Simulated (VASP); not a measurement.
Write the native input for VASP 6.6.1 that does the following.

```
Task                   : single point
Functional             : LDA
Potentials or basis    : VASP PAW LDA potentials, release 64 (Cd)
Cutoff                 : 520 eV
k mesh                 : 8 × 8 × 4
Occupations            : fermi-dirac, width 0.1 eV
Spin                   : no spin polarisation
Dipole correction      : no
Further INCAR settings : ALGO = Normal; EDIFF = 1e-06; NBANDS = 19
```

The structure of Cd lies in POSCAR:

```
Cd
1.0
    2.8818641727      0.0000000000      0.0000000000
   -1.4409320863      2.4957675838      0.0000000000
    0.0000000000      0.0000000000      5.6383707528
Cd
2
Direct
    0.3333333333      0.6666666667      0.2500000000
    0.6666666667      0.3333333333      0.7500000000
```

One way to write it, as run:

INCAR

```
SYSTEM = Cd
  PREC = Accurate
  ENCUT = 520
  EDIFF = 1E-6
  ISMEAR = -1
  SIGMA = 0.1
  LREAL = .False.
  LASPH = .True.
  NELM = 80
  ALGO = Normal
  ISIF = 2
  LWAVE = .False.
  LCHARG = .False.
  NBANDS = 19
```

KPOINTS

```
Automatic mesh
0
Gamma
  8 8 4
  0 0 0
```

Potentials or basis: VASP PAW LDA potentials, release 64 (Cd).

Run with:

```bash
$ cat potpaw_LDA.64/Cd/POTCAR > POTCAR
$ mpirun -np 1 vasp_std > vasp.out
```

It gave:

```json
{
  "Pressure": "1.2 GPa",
  "Band gap on the k mesh": "zero (band 12 reaches 3.95 eV, above the bottom of band 13 at -0.22 eV)"
}
```

Run time: 12 s on 1 thread of Intel(R) Xeon(R) Platinum 8259CL CPU @ 2.50GHz (Skylake/Cascade Lake), on a shared host, peak memory 0.14 GiB.
